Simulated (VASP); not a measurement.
Runs of VASP 6.6.1 on Mg2B3. The structure is that of space group P-6m2 (No. 187), or close to it. The cells are those of the table. 

```csv
task,cell,k mesh,cutoff (eV),gap on the mesh (eV),pressure (GPa),relaxed volume (Å³/atom),largest force (eV/Å)
single point,"a = 3.888, b = 3.888, c = 4.670 Å, angles 90.0, 90.0, 120.0°, 5 atoms",6 × 6 × 4,520,none,0.0,-,0.02
single point,"a = 3.894, b = 3.894, c = 4.661 Å, angles 90.0, 90.0, 120.0°, 5 atoms",12 × 12 × 8,520,none,-0.1,-,0.01
relaxation of cell and atoms,"relaxed from a = 3.888, b = 3.888, c = 4.670 Å, angles 90.0, 90.0, 120.0°, 5 atoms",12 × 12 × 8,600,none,-0.1,(b),-
relaxation of cell and atoms,"relaxed from a = 3.699, b = 3.699, c = 4.542 Å, angles 90.0, 90.0, 120.0°, 5 atoms",6 × 6 × 4,600,none,-0.4,12.28,0.02
single point,"a = 3.699, b = 3.699, c = 4.542 Å, angles 90.0, 90.0, 120.0°, 5 atoms",6 × 6 × 4,520,none,8.8,-,(a)
```

Alike in all rows: level PBE; potentials or basis VASP PAW PBE potentials, release 64 (Mg, B); no spin polarisation; smearing gaussian 0.1 eV.

Estimate the missing entries.

(a) 0.78; (b) 12.23.

A gap of «none» marks levels without a gap at the run's occupations.
